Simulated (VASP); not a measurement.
# Si5P3 in VASP: a series of runs, part 2 of 2

VASP 6.6.1. Earlier steps stand in the parts before.

## 3. Single point, PBE

The input, INCAR:

```
SYSTEM = Si5P3
ALGO     = Normal         ! electronic algorithm
EDIFF    = 1E-6           ! SCF threshold, eV
ENCUT    = 400            ! plane-wave cutoff, eV
GGA      = PE             ! functional
GGA_COMPAT= .False.      
ISIF     = 2              ! what is computed and relaxed
ISMEAR   = -1             ! smearing method
ISYM     = -1           
LASPH    = .True.         ! aspherical terms in the spheres
LCHARG   = .False.        ! write CHGCAR
LREAL    = Auto         
LWAVE    = .False.        ! write WAVECAR
NBANDS   = 49             ! bands
NELM     = 120            ! most SCF steps
PREC     = Accurate       ! precision mode
SIGMA    = 0.05           ! smearing width, eV
```

The input, KPOINTS:

```
explicit points
1
Reciprocal
  0.25000000   0.25000000   0.25000000 1
```

The input, POSCAR:

```
Si5P3
1.0
    6.2157380000      0.0340420000     -0.0111490000
    0.0340420000      6.1431130000      0.0288260000
   -0.0111490000      0.0288260000      6.0640340000
Si P
10 6
Direct
    0.6386577843      0.0406087437      0.1222407078
    0.8735285134      0.6376474347      0.5014950682
    0.1248496766      0.9034643155      0.7094458386
    0.1189589847      0.4045569918      0.6445251649
    0.6527596376      0.8189172805      0.7574191549
    0.4380627415      0.0366202096      0.4884612038
    0.7768756905      0.4048123974      0.2284845805
    0.4033667684      0.4311526376      0.3094850277
    0.1267705314      0.1893069670      0.2830565267
    0.5442089216      0.3737625699      0.6770740905
    0.9751429134      0.8391477915      0.2172510237
    0.8405000092      0.1567235840      0.7959485419
    0.9223284455      0.5792785707      0.9307353415
    0.3370768347      0.7829193080      0.2358444292
    0.3353774689      0.6302799411      0.8725865775
    0.3025729263      0.1947910321      0.9058312238
```

Potentials or basis: VASP PAW PBE potentials, release 64 (Si, P).

Run with:

```sh
$ cat potpaw_PBE.64/Si/POTCAR potpaw_PBE.64/P/POTCAR > POTCAR
$ mpirun -np 1 vasp_std > vasp.out
```

OUTCAR:

```text
SYSTEM = Si5P3
   EDIFF = 1E-6
   ENCUT = 400
   GGA = PE
   ISIF = 2
   ISMEAR = -1
   ISYM = -1
   LASPH = .True.
   LREAL = Auto
   NELM = 120
   PREC = Accurate

 ion  position               nearest neighbor table
   1  0.639  0.041  0.122-  12 2.45  11 2.48   7 2.49   6 2.55  14 2.56   5 2.61  16 2.63   8 3.03

   2  0.874  0.638  0.501-  11 2.21   4 2.25   7 2.28   5 2.36   3 2.60  13 2.64  10 2.83
   3  0.125  0.903  0.709-  15 2.33  12 2.40  16 2.43   6 2.51   2 2.60  13 2.71   5 3.00   4 3.09
                             4 3.10   9 3.11
   4  0.119  0.405  0.645-   2 2.25  16 2.32  13 2.38  15 2.39  12 2.49   9 2.57  10 2.65   8 2.70
                             3 3.09   3 3.10   6 3.15
   5  0.653  0.819  0.757-   2 2.36  15 2.40  12 2.40  13 2.45   6 2.48   1 2.61  10 2.87   3 3.00

   6  0.438  0.037  0.488-  14 2.29   9 2.47  10 2.47   5 2.48   3 2.51   1 2.55   8 2.65  16 2.85
                             4 3.15
   7  0.777  0.405  0.228-   2 2.28  13 2.29   8 2.38   1 2.49   9 2.55  11 2.95  10 3.09
   8  0.403  0.431  0.309-  14 2.24   9 2.29   7 2.38  10 2.41   6 2.65   4 2.70  16 2.93  15 2.93
                             1 3.03
   9  0.127  0.189  0.283-   8 2.29  11 2.39   6 2.47  16 2.54   7 2.55   4 2.57  14 2.82   3 3.11

  10  0.544  0.374  0.677-  16 2.33  15 2.36  12 2.37   8 2.41   6 2.47   4 2.65   2 2.83   5 2.87
                             7 3.09
  11  0.975  0.839  0.217-   2 2.21  14 2.27   9 2.39  13 2.39   1 2.48   7 2.95
  12  0.841  0.157  0.796-  10 2.37   3 2.40   5 2.40   1 2.45   4 2.49  13 2.78  16 2.96
  13  0.922  0.579  0.931-   7 2.29   4 2.38  11 2.39   5 2.45  15 2.61   2 2.64   3 2.71  12 2.78

  14  0.337  0.783  0.236-   8 2.24  11 2.27   6 2.29  15 2.40   1 2.56   9 2.82
  15  0.335  0.630  0.873-   3 2.33  10 2.36   4 2.39   5 2.40  14 2.40  13 2.61  16 2.69   8 2.93

  16  0.303  0.195  0.906-   4 2.32  10 2.33   3 2.43   9 2.54   1 2.63  15 2.69   6 2.85   8 2.93
                            12 2.96

IMPORTANT INFORMATION: All symmetrisations will be switched off!
NOSYMM: (Re-)initialisation of all symmetry stuff for point group C_1.

----------------------------------------------------------------------------------------

                                     Primitive cell

[... 105 lines left out ...]
   LEPSILON=     F    determine dielectric tensor
   LRPA    =     F    only Hartree local field effects (RPA)
 non-spin polarized calculation
  energy-cutoff  :      400.00
  volume of cell :      231.54
 maximum number of plane-waves:      4205
 NGX is ok and might be reduce to    40
   NGX = 21   NGY = 21   NGZ = 19

 number of electron      69.9999996 magnetization

 Free energy of the ion-electron system (eV)
  ---------------------------------------------------
  ext. energy  EPLUGINS =         0.00000000
  ---------------------------------------------------
  free energy    TOTEN  =       -82.00588567 eV

  energy without entropy =      -82.00576415  energy(sigma->0) =      -82.00582491

 E-fermi :   9.7057     XC(G=0): -11.1186

 val. band max:        9.2157421629   @ k =   0.2500   0.2500   0.2500
 cond. band min:      10.1958942045   @ k =   0.2500   0.2500   0.2500
 fundamental gap:      0.9801520417
 Fermi energy:         9.7056579655

 k-point     1 :       0.2500    0.2500    0.2500
  band No.  band energies     occupation
      1      -5.3853      2.00000
      2      -4.0798      2.00000
      3      -3.4845      2.00000
      4      -2.8922      2.00000
      5      -2.0998      2.00000
      6      -1.4918      2.00000
[... 39 lines left out ...]
     46      13.1193      0.00000
     47      13.4326      0.00000
 [bands above 47 left out]

------------------------ aborting loop because EDIFF is reached ----------------------------------------

  FORCE on cell =-STRESS in cart. coord.  units (eV):
  Direction    XX          YY          ZZ          XY          YZ          ZX
  --------------------------------------------------------------------------------------
  -------------------------------------------------------------------------------------
  Total       14.7582664     18.8716288     15.7048135     17.4370995     15.4761893     12.1097871
  in kB      102.1239111    130.5874613    108.6738055    120.6608383    107.0917768     83.7970252
  external PRESSURE =     113.7950593 kB  Pullay stress =       0.0000000 kB

 VOLUME and BASIS-vectors are now :
 -----------------------------------------------------------------------------
  energy-cutoff  :      400.00
  volume of cell :      231.54
      direct lattice vectors                 reciprocal lattice vectors
     6.215738000  0.034042000 -0.011149000     0.160887371 -0.000892964  0.000300043
     0.034042000  6.143113000  0.028826000    -0.000892964  0.162792505 -0.000775492
    -0.011149000  0.028826000  6.064034000     0.000300043 -0.000775492  0.164910965

 POSITION                                       TOTAL-FORCE (eV/Angst)
 -----------------------------------------------------------------------------------
      3.96975      0.27473      0.73532         0.022843     -0.023952     -0.112685
      5.44574      3.96133      3.04972        -0.433360      1.125146      0.133648
      0.79888      5.57478      4.32675        -0.366112      0.525703     -0.147366
      0.74600      2.50787      3.91876         0.384342     -1.529113      0.151335
      4.07682      5.07476      4.60934         0.109592     -0.157423      0.452932
      2.71868      0.25396      2.95822        -0.353674     -0.074066     -0.323520
[... 8 lines left out ...]
      2.09635      3.90845      5.30582         0.718024      0.416536      0.594833
      1.87725      1.23303      5.49523        -0.218190     -1.029235      0.191092
 -----------------------------------------------------------------------------------
    total drift:                                0.001151      0.000723      0.001743

  FREE ENERGIE OF THE ION-ELECTRON SYSTEM (eV)
  ---------------------------------------------------
  free  energy   TOTEN  =       -82.0058856695 eV

  energy  without entropy=      -82.0057641463  energy(sigma->0) =      -82.00582491
```

OSZICAR:

```text
N       E                     dE             d eps       ncg     rms          rms(c)
DAV:   1     0.160234105871E+03    0.16023E+03   -0.24545E+04    98   0.100E+03
DAV:   2    -0.692709848813E+02   -0.22951E+03   -0.21983E+03   116   0.169E+02
DAV:   3    -0.827388843384E+02   -0.13468E+02   -0.13206E+02   124   0.384E+01
DAV:   4    -0.829895981315E+02   -0.25071E+00   -0.24928E+00   124   0.619E+00
DAV:   5    -0.829943076484E+02   -0.47095E-02   -0.47030E-02   124   0.785E-01    0.171E+01
DAV:   6    -0.821612605257E+02    0.83305E+00   -0.13751E+00   116   0.426E+00    0.102E+01
DAV:   7    -0.820130706395E+02    0.14819E+00   -0.89442E-01   124   0.298E+00    0.187E+00
DAV:   8    -0.820073567485E+02    0.57139E-02   -0.83745E-02   116   0.107E+00    0.725E-01
DAV:   9    -0.820058081653E+02    0.15486E-02   -0.75873E-03   124   0.301E-01    0.376E-01
DAV:  10    -0.820058352246E+02   -0.27059E-04   -0.16101E-03   124   0.139E-01    0.116E-01
DAV:  11    -0.820058768736E+02   -0.41649E-04   -0.12265E-04   124   0.433E-02    0.390E-02
DAV:  12    -0.820058834918E+02   -0.66182E-05   -0.13550E-05   116   0.142E-02    0.197E-02
DAV:  13    -0.820058856731E+02   -0.21814E-05   -0.38616E-06   108   0.748E-03    0.529E-03
DAV:  14    -0.820058856695E+02    0.36644E-08   -0.41974E-07    76   0.261E-03
   1 F= -.82005886E+02 E0= -.82005825E+02  d E =-.121523E-03
```

Wall time 11 s (1 thread of Intel Xeon 6975P-C (Granite Rapids), shared host); peak memory 0.22 GiB.

Results:

- Free energy: -82.0059 eV
- Pressure: 11.4 GPa
- Largest force: 1.648 eV/Å

Forces in eV/Å, atoms in the order of the input:
```
Si   0.023 -0.024 -0.113
Si  -0.433  1.125  0.134
Si  -0.366  0.526 -0.147
Si   0.384 -1.529  0.151
Si   0.110 -0.157  0.453
Si  -0.354 -0.074 -0.324
Si   0.236 -0.831 -0.636
Si   0.662 -0.205  0.004
Si  -0.582 -0.456 -0.180
Si   0.244  0.005  0.100
P    0.037  0.187 -0.502
P    0.260 -0.005  0.031
P   -0.745  1.222  0.816
P    0.025  0.831 -0.573
P    0.718  0.417  0.595
P   -0.218 -1.029  0.191
```

Caveat: the atoms stand as in a frame of molecular dynamics.

## 4. Single point, PBE

The input, INCAR:

```
SYSTEM = Si5P3
PREC = Accurate
ENCUT = 400
EDIFF = 1E-6
ISMEAR = -1
SIGMA = 0.05
LREAL = Auto
LASPH = .TRUE.
NELM = 120
ALGO = Normal
ISIF = 2
LWAVE = .FALSE.
LCHARG = .TRUE.
GGA = PE
LELF = .TRUE.
LVHAR = .TRUE.
NBANDS = 49
ISYM = -1
GGA_COMPAT = .FALSE.
```

KPOINTS is that of step 3.

The input, POSCAR:

```
Si5P3
1.0
    6.2157380000      0.0340420000     -0.0111490000
    0.0340420000      6.1431130000      0.0288260000
   -0.0111490000      0.0288260000      6.0640340000
Si P
10 6
Direct
    0.6682387548      0.0206862876      0.1447864393
    0.8830186020      0.6205602521      0.5024120090
    0.1140955110      0.8883820822      0.6928967662
    0.0970937439      0.3712031139      0.6786949409
    0.6322204548      0.8154484500      0.7320119757
    0.4175491567      0.0373962611      0.4869677958
    0.8021874537      0.3944457196      0.2086070585
    0.4515398866      0.4530410804      0.3098983047
    0.1735539902      0.2103943372      0.2409521659
    0.5273453182      0.3705835744      0.6864059355
    0.9933573990      0.8562239974      0.2255726846
    0.8163714036      0.1459348278      0.7905344870
    0.9169243980      0.6157398184      0.9293962524
    0.3510265982      0.7976172431      0.2101400620
    0.3525422157      0.6379834141      0.8771439908
    0.3270491279      0.1311917181      0.8948534158
```

Run with:

```sh
$ cat potpaw_PBE.64/Si/POTCAR potpaw_PBE.64/P/POTCAR > POTCAR
$ mpirun -np 1 vasp_std > vasp.out
```

It took 13 s on 1 thread of Intel Xeon 6975P-C (Granite Rapids), shared host; peak memory 0.22 GiB.

The run converged. Its results:

```yaml
Free_energy: -82.1407 eV
Pressure: 12.5 GPa
Largest_force: 1.237 eV/Å
```

Forces on the atoms (eV/Å):
```
Si  -0.077  0.406  0.127
Si  -0.457  0.755 -0.618
Si   0.039  0.310  0.202
Si   0.548 -0.994  0.082
Si   0.878 -0.284 -0.063
Si  -0.286  0.209 -0.894
Si   0.637 -0.426 -0.292
Si  -0.619 -0.159  0.130
Si  -0.452  0.034  0.385
Si   0.125  0.218 -0.222
P   -0.582 -0.552 -0.097
P    1.199 -0.050  0.118
P   -0.426  0.510  0.577
P    0.895  0.339  0.784
P   -0.584 -0.630 -0.522
P   -0.837  0.315  0.303
```

Stress tensor (GPa, compression positive):
```
13.22 13.50  7.49
13.50 12.83 11.04
 7.49 11.04 11.49
```

Levels at points of the mesh, in eV from the Fermi level:
| k point | band 32 | band 33 | band 34 | band 35 | band 36 | band 37 | band 38 | band 39 |
| --- | --- | --- | --- | --- | --- | --- | --- | --- |
| (0.25, 0.25, 0.25) | -1.43 | -1.09 | -0.82 | -0.49 | 0.49 | 0.81 | 1.15 | 1.70 |

Caveat: the atoms stand as in a frame of molecular dynamics.

## 5. Single point, PBE

The input, INCAR:

```
ALGO = Normal
EDIFF = 1E-6
ENCUT = 400
GGA = PE
GGA_COMPAT = False
ISIF = 2
ISMEAR = -1
ISYM = -1
LASPH = True
LCHARG = False
LREAL = Auto
LWAVE = False
NBANDS = 49
NELM = 120
PREC = Accurate
SIGMA = 0.05
```

KPOINTS is that of step 4.

The input, POSCAR:

```
Si5P3
1.0
    6.2157380000      0.0340420000     -0.0111490000
    0.0340420000      6.1431130000      0.0288260000
   -0.0111490000      0.0288260000      6.0640340000
Si P
10 6
Direct
    0.6478434931     -0.0177082456      0.1739702094
    0.8854550109      0.5913425907      0.5279256179
    0.1613084735      0.8424068544      0.7500603077
    0.1178944225      0.3502198300      0.7200668677
    0.6379994204      0.7892280916      0.7304820136
    0.4106898424      0.0113486108      0.4829840410
    0.7946830580      0.3846363233      0.2232013202
    0.4339404538      0.3828389050      0.3510422745
    0.1252209348      0.1590985156      0.2786397494
    0.5496843523      0.3127946937      0.7155864909
    0.9876245637      0.8186958434      0.2582809232
    0.8450476304      0.0892640339      0.8152654340
    0.8902039244      0.6098580302      0.9386624673
    0.3761361646      0.7290881668      0.2605140154
    0.3779561207      0.5742647085      0.9074662309
    0.2898737141      0.1117776285      0.9528382757
```

Run with:

```sh
$ cat potpaw_PBE.64/Si/POTCAR potpaw_PBE.64/P/POTCAR > POTCAR
$ mpirun -np 1 vasp_std > vasp.out
```

It took 11 s on 1 thread of Intel Xeon 6975P-C (Granite Rapids), shared host; peak memory 0.22 GiB.

The run converged. Its results:

| Property | Result |
| --- | --- |
| Free energy | -82.0733 eV |
| Pressure | 13.2 GPa |
| Largest force | 1.149 eV/Å |

Forces in eV/Å, atoms in the order of the input:
```
Si   0.308  0.342 -0.399
Si   0.095 -0.298 -0.559
Si  -0.711 -0.568 -0.609
Si  -0.191 -0.231 -0.322
Si  -0.681  0.065  0.307
Si  -0.523 -0.026  0.827
Si   0.088 -0.439  0.097
Si  -0.022 -0.195 -0.208
Si  -0.008  0.378  0.837
Si  -0.051 -0.261  0.226
P    0.059 -0.476 -0.676
P    0.327  0.495  0.197
P    0.624  0.112  0.722
P   -0.382  0.674 -0.631
P   -0.034  0.225 -0.068
P    1.101  0.202  0.259
```

Stress tensor (GPa, compression positive):
```
 9.65 14.33  7.45
14.33 17.36 11.27
 7.45 11.27 12.53
```

Levels at points of the mesh, in eV from the Fermi level:
```tsv
k point	band 31	band 32	band 33	band 34	band 35	band 36	band 37	band 38	band 39	band 40
(0.25, 0.25, 0.25)	-1.79	-1.54	-1.21	-0.58	-0.51	0.50	0.83	1.16	1.65	1.80
```

Caveat: the atoms stand as in a frame of molecular dynamics.

## 6. Overview

| cell | smearing | pressure (GPa) | largest force (eV/Å) |
| --- | --- | --- | --- |
| as given, atomic positions A | fermi-dirac 0.0689 eV | 13.5 | 2.37 |
| as given, atomic positions B | fermi-dirac 0.05 eV | 11.4 | 1.65 |
| as given, atomic positions C | fermi-dirac 0.05 eV | 12.5 | 1.24 |
| as given, atomic positions D | fermi-dirac 0.05 eV | 13.2 | 1.15 |

Alike in all rows: task single point; level PBE; potentials or basis VASP PAW PBE potentials, release 64 (Si, P); no spin polarisation; k mesh 1 × 1 × 1, shifted; cutoff (eV) 400.

Caveats: the atoms stand as in a frame of molecular dynamics.

Absolute energies hang on the potentials; compare differences alone.
